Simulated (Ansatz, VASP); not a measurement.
**SrO: VASP beside Ansatz**

INCAR

```
SYSTEM = SrO
ALGO = Normal
EDIFF = 1E-8
ENCUT = 520
GGA = CA
ISIF = 2
ISMEAR = -1
LASPH = .True.
LCHARG = .False.
LEFG = .True.
LREAL = .False.
LWAVE = .False.
NBANDS = 15
NELM = 80
PREC = Accurate
SIGMA = 0.02
```

Contents of KPOINTS:

```
k-points
0
Gamma
  8 8 8
  0 0 0
```

File POSCAR:

```
SrO
1.0
    0.0000000000      2.6211960000      2.5698000000
    2.6211960000      0.0000000000      2.5698000000
    2.6211960000      2.6211960000      0.0000000000
Sr O
1 1
Direct
    0.0000000000      0.0000000000      0.0000000000
    0.5000000000      0.5000000000      0.5000000000
```

Input for Ansatz:

```yaml
crystal:
  lattice:
    - [0.0, 2.621196, 2.5698]
    - [2.621196, 0.0, 2.5698]
    - [2.621196, 2.621196, 0.0]
  atoms:
    - { symbol: Sr, position: [0.0, 0.0, 0.0] }
    - { symbol: O, position: [0.5, 0.5, 0.5] }
kpoints:
  mp_grid: { grid: [8, 8, 8] }
scf:
  occupations: { method: fermi_dirac, width: 0.02 }
hamiltonian:
  xc: lda
  pseudopotentials: { kind: all_electron, datasets: crystal }
output:
  forces: true
  stress: true
  eigenvalues: true
  efg: { contact_densities: true }
```

Change from the starting cell: equal xx and yy strain of +2 %, crystal datasets.

Alike in both runs: task electric field gradients; functional LDA; k mesh 8 × 8 × 8; occupations fermi-dirac, width 0.02 eV; no spin polarisation.

```csv
,VASP,Ansatz
version,VASP 6.6.1,Ansatz 0.2.0
potentials or method,"VASP PAW LDA potentials, release 64 (Sr_sv, O), cutoff 520 eV","all-electron PAW with datasets made for the crystal, scalar-relativistic"
```

```tsv
	VASP	Ansatz	Ansatz less VASP
gap on the k mesh at the Fermi level (eV)	3.03	3.09	+0.055
pressure (GPa)	-6.6	-7.2	-0.58
traceless stress, the component that is largest in VASP (GPa)	1.38	1.29	-0.095
size of Vzz on the site where it differs most (V/Å²)	6.8	6.5	-0.32
```

LDA's correlation is that of Perdew and Zunger in VASP and of Perdew and Wang (1992) in Ansatz. Ansatz ran all-electron here, and VASP with PAW potentials.
